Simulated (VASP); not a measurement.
# GaSb (F-43m) in VASP: further runs, part 2 of 2

VASP 6.6.1. Earlier steps stand in the parts before.

## Step 3: Relaxation of cell and atoms, PBE, target pressure 20 GPa, at which the enthalpy is minimised

Contents of INCAR:

```
PREC = Accurate ; ENCUT = 600
EDIFF = 1E-6 ; ISMEAR = -1
SIGMA = 0.05 ; LREAL = False
LASPH = True ; NELM = 80
ALGO = Normal ; ISIF = 3
LWAVE = False ; LCHARG = False
GGA = PE ; IBRION = 2
NSW = 80 ; EDIFFG = -0.01
PSTRESS = 200.0
```

Contents of KPOINTS:

```
Automatic mesh
0
Gamma
  8 8 8
```

Contents of POSCAR:

```
GaSb
1.0
    0.0000000000      3.0590000000      3.0590000000
    3.0590000000      0.0000000000      3.0590000000
    3.0590000000      3.0590000000      0.0000000000
Sb Ga
1 1
Direct
    0.7500000000      0.7500000000      0.7500000000
    0.0000000000      0.0000000000      0.0000000000
```

Potentials or basis: VASP PAW PBE potentials, release 64 (Sb, Ga_d).

The run is started by

```bash
$ cat potpaw_PBE.64/Sb/POTCAR potpaw_PBE.64/Ga_d/POTCAR > POTCAR
$ mpirun -np 1 vasp_std > vasp.out
```

OUTCAR:

```text
PREC = Accurate
   ENCUT = 600
   EDIFF = 1E-6
   ISMEAR = -1
   LREAL = False
   LASPH = True
   NELM = 80
   ISIF = 3
   GGA = PE
   IBRION = 2
   NSW = 80
   EDIFFG = -0.01
   PSTRESS = 200.0

 ion  position               nearest neighbor table
   1  0.750  0.750  0.750-   2 2.65   2 2.65   2 2.65   2 2.65
   2  0.000  0.000  0.000-   1 2.65   1 2.65   1 2.65   1 2.65

  LATTYP: Found a face centered cubic cell.
 ALAT       =     6.1180000000

  Lattice vectors:

 A1 = (   0.0000000000,   3.0590000000,   3.0590000000)
 A2 = (   3.0590000000,   0.0000000000,   3.0590000000)
 A3 = (   3.0590000000,   3.0590000000,   0.0000000000)

Analysis of symmetry for initial positions (statically):
=====================================================================
 Subroutine PRICEL returns:
 Original cell was already a primitive cell.

 Routine SETGRP: Setting up the symmetry group for a
[... 220 lines left out ...]
      4      -5.3375      2.00000
      5      -5.3375      2.00000
      6      -4.5992      2.00000
      7      11.6482      0.00191
      8      11.6482      0.00191
      9      11.6482      0.00191
     10      13.9229      0.00000
     11      13.9229      0.00000
     12      13.9229      0.00000
     13      15.5521      0.00000
[... 481 lines left out ...]
--------------------------------------- Ionic step        5  -------------------------------------------

 number of electron      18.0000000 magnetization

 Free energy of the ion-electron system (eV)
  ---------------------------------------------------
  ext. energy  EPLUGINS =         0.00000000
  ---------------------------------------------------
  free energy    TOTEN  =        -6.71548145 eV

  energy without entropy =       -6.71542202  energy(sigma->0) =       -6.71545173

 E-fermi :   7.4182     XC(G=0):  -9.9955

 val. band max:        7.1765100774   @ k =   0.0000   0.0000   0.0000
 cond. band min:       7.7024920477   @ k =   0.3750   0.3750   0.0000
 fundamental gap:      0.5259819703
 Fermi energy:         7.4181831560

 k-point     1 :       0.0000    0.0000    0.0000
  band No.  band energies     occupation
      1      -8.4109      2.00000
      2      -8.4109      2.00000
      3      -8.4109      2.00000
      4      -8.3213      2.00000
      5      -8.3213      2.00000
      6      -5.8962      2.00000
      7       7.1765      1.98421
      8       7.1765      1.98421
      9       7.1765      1.98421
     10       8.7469      0.00000
     11       9.8429      0.00000
     12       9.8429      0.00000
     13       9.8429      0.00000
[... 401 lines left out ...]
  energy  without entropy=       -6.7154220192  energy(sigma->0) =       -6.71545173

  enthalpy is  TOTEN    =        -0.8675509572 eV   P V=        5.8479304909

 reached required accuracy - stopping structural energy minimisation
```

OSZICAR:

```text
N       E                     dE             d eps       ncg     rms          rms(c)
DAV:   1     0.806230565970E+02    0.80623E+02   -0.94840E+03   754   0.187E+03
DAV:   2    -0.134436901597E+01   -0.81967E+02   -0.79389E+02   824   0.327E+02
DAV:   3    -0.728828926700E+01   -0.59439E+01   -0.58638E+01   944   0.755E+01
[... 48 lines left out ...]
DAV:   2    -0.671601727976E+01    0.20127E-02   -0.39378E-03   964   0.152E+00    0.133E-01
DAV:   3    -0.671553831361E+01    0.47897E-03   -0.49596E-04   984   0.457E-01    0.320E-02
DAV:   4    -0.671548365719E+01    0.54656E-04   -0.66737E-05   890   0.128E-01    0.917E-03
DAV:   5    -0.671548153644E+01    0.21208E-05   -0.32090E-06   791   0.247E-02    0.289E-03
DAV:   6    -0.671548144804E+01    0.88403E-07   -0.54900E-07   377   0.153E-02
   5 F= -.86755096E+00 E0= -.86752124E+00  d E =-.667935E+00
```

Wall time 99 s (1 thread of Intel Xeon Platinum 8259CL at 2.50GHz (Skylake/Cascade Lake), shared host); peak memory 0.23 GiB.

Results:

- Free energy: -6.7155 eV
- Relaxed volume: 23.42 Å³/atom
- Relaxed cell: a = 4.046 Å, b = 4.046 Å, c = 4.046 Å, α = 60.00°, β = 60.00°, γ = 60.00°
- Space group after relaxing (to 0.05 Å): F-43m (No. 216)
- Energy change on relaxing (the enthalpy is what falls): +315.3 meV/atom
- Ionic steps: 5
- Pressure after relaxing: 20.1 GPa
- Band gap on the k mesh: 0.53 eV, indirect (least direct gap 1.57 eV)

Step by step:
```csv
step,energy change (eV),largest force (eV/Å),pressure (GPa),volume (Å³)
1,0.0000,0.0000,2.40,57.25
2,4.0160,0.0000,84.84,34.95
3,0.5407,0.0000,17.98,47.60
4,0.6070,0.0000,19.50,47.04
5,0.6305,0.0000,20.05,46.85
```

Final structure:
```
CELL_PARAMETERS angstrom
0.00000 2.86122 2.86122
2.86122 0.00000 2.86122
2.86122 2.86122 0.00000
ATOMIC_POSITIONS crystal
Sb 0.75000 0.75000 0.75000
Ga 0.00000 0.00000 0.00000
```

Levels at points of the mesh, in eV from the valence-band top:
```tsv
k point	band 6	band 7	band 8	band 9	band 10	band 11	band 12	band 13
(0.00, 0.00, 0.00)	-13.07	0.00	0.00	0.00	1.57	2.67	2.67	2.67
(0.50, 0.00, 0.00)	-10.87	-7.55	-1.53	-1.53	0.87	3.68	3.68	6.21
(0.50, 0.50, 0.00)	-9.72	-7.87	-3.38	-3.38	0.58	0.80	10.03	10.03
```

Caveat: the cell is relaxed towards a set pressure, so the enthalpy falls and the energy may rise; the volume moved by over 15 % at a fixed basis, so the end points are rough; spin-orbit coupling is left out, which moves the levels of the heavy elements. A k mesh can miss the band edges.

## Step 4: Relaxation of cell and atoms, PBE, target pressure 30 GPa, at which the enthalpy is minimised

Contents of INCAR:

```
SYSTEM = GaSb
  ALGO = Normal
  EDIFF = 1E-6
  EDIFFG = -0.01
  ENCUT = 600
  GGA = PE
  IBRION = 2
  ISIF = 3
  ISMEAR = -1
  LASPH = .TRUE.
  LCHARG = .FALSE.
  LREAL = .FALSE.
  LWAVE = .FALSE.
  NELM = 100
  NSW = 80
  PREC = Accurate
  PSTRESS = 300.0
  SIGMA = 0.05
```

Contents of KPOINTS:

```
k-points
0
G
  8 8 8
  0 0 0
```

POSCAR is that of step 3.

The run is started by

```bash
$ cat potpaw_PBE.64/Sb/POTCAR potpaw_PBE.64/Ga_d/POTCAR > POTCAR
$ mpirun -np 1 vasp_std > vasp.out
```

Wall time 4.2 min (1 thread of Intel Xeon Platinum 8259CL at 2.50GHz (Skylake/Cascade Lake), shared host); peak memory 0.24 GiB.

Results (log left out):

| Item | Value |
| --- | --- |
| Free energy | -6.2350 eV |
| Relaxed volume | 21.87 Å³/atom |
| Relaxed cell | a = 3.955 Å, b = 3.955 Å, c = 3.955 Å, α = 60.00°, β = 60.00°, γ = 60.00° |
| Space group after relaxing (to 0.05 Å) | F-43m (No. 216) |
| Energy change on relaxing (the enthalpy is what falls) | +555.5 meV/atom |
| Ionic steps | 17 |
| Pressure after relaxing | 30.0 GPa |
| Band gap on the k mesh | 0.36 eV, indirect (least direct gap 2.13 eV) |

Step by step:
```csv
step,energy change (eV),largest force (eV/Å),pressure (GPa),volume (Å³)
1,0.0000,0.0000,2.40,57.25
2,13.5111,0.0000,271.59,25.34
3,0.7635,0.0000,22.90,45.85
4,0.9548,0.0000,26.80,44.62
5,1.1191,0.0000,30.12,43.69
6,1.0732,0.0000,29.17,43.94
7,1.0759,0.0000,29.30,43.93
8,1.0839,0.0000,29.49,43.88
9,1.0840,0.0000,29.44,43.88
10,1.0845,0.0000,29.45,43.88
11,1.0855,0.0000,29.53,43.87
12,1.0874,0.0000,29.53,43.86
13,1.0914,0.0000,29.62,43.84
14,1.0992,0.0000,29.80,43.80
15,1.1150,0.0000,30.16,43.71
16,1.1080,0.0000,29.88,43.75
17,1.1110,0.0000,30.01,43.73
```

Final structure:
```xyz
2
Lattice="0.0000 2.7964 2.7964 2.7964 0.0000 2.7964 2.7964 2.7964 0.0000" Properties=species:S:1:pos:R:3 pbc="T T T"
Sb    4.1946    4.1946    4.1946
Ga    2.7964    2.7964    0.0000
```

Levels at points of the mesh, in eV from the valence-band top:
```tsv
k point	band 5	band 6	band 7	band 8	band 9	band 10	band 11	band 12	band 13
(0.00, 0.00, 0.00)	-15.75	-13.72	0.00	0.00	0.00	2.13	2.60	2.60	2.60
(0.50, 0.00, 0.00)	-15.76	-11.29	-8.04	-1.68	-1.68	1.05	3.62	3.62	6.06
(0.50, 0.50, 0.00)	-15.75	-10.02	-8.30	-3.70	-3.70	0.42	0.60	10.49	10.49
```

Caveat: the cell is relaxed towards a set pressure, so the enthalpy falls and the energy may rise; the volume moved by over 15 % at a fixed basis, so the end points are rough; spin-orbit coupling is left out, which moves the levels of the heavy elements.

## Step 5: Summary

| cell | gap on the mesh (eV) | pressure (GPa) |
| --- | --- | --- |
| relaxed to 10 GPa | 0.64 | 10.0 |
| relaxed to 20 GPa | 0.53 | 20.1 |
| relaxed to 30 GPa | 0.36 | 30.0 |

Alike in all rows: task relaxation of cell and atoms; level PBE; potentials or basis VASP PAW PBE potentials, release 64 (Sb, Ga_d); no spin polarisation; k mesh 8 × 8 × 8; cutoff (eV) 600; smearing fermi-dirac 0.05 eV.

Caveats: the cell is relaxed towards a set pressure, so the enthalpy falls and the energy may rise; spin-orbit coupling is left out, which moves the levels of the heavy elements; the volume moved by over 15 % at a fixed basis, so the end points are rough (some runs).

Total energies depend on the potentials used, so only differences within one code and one set of settings carry meaning.
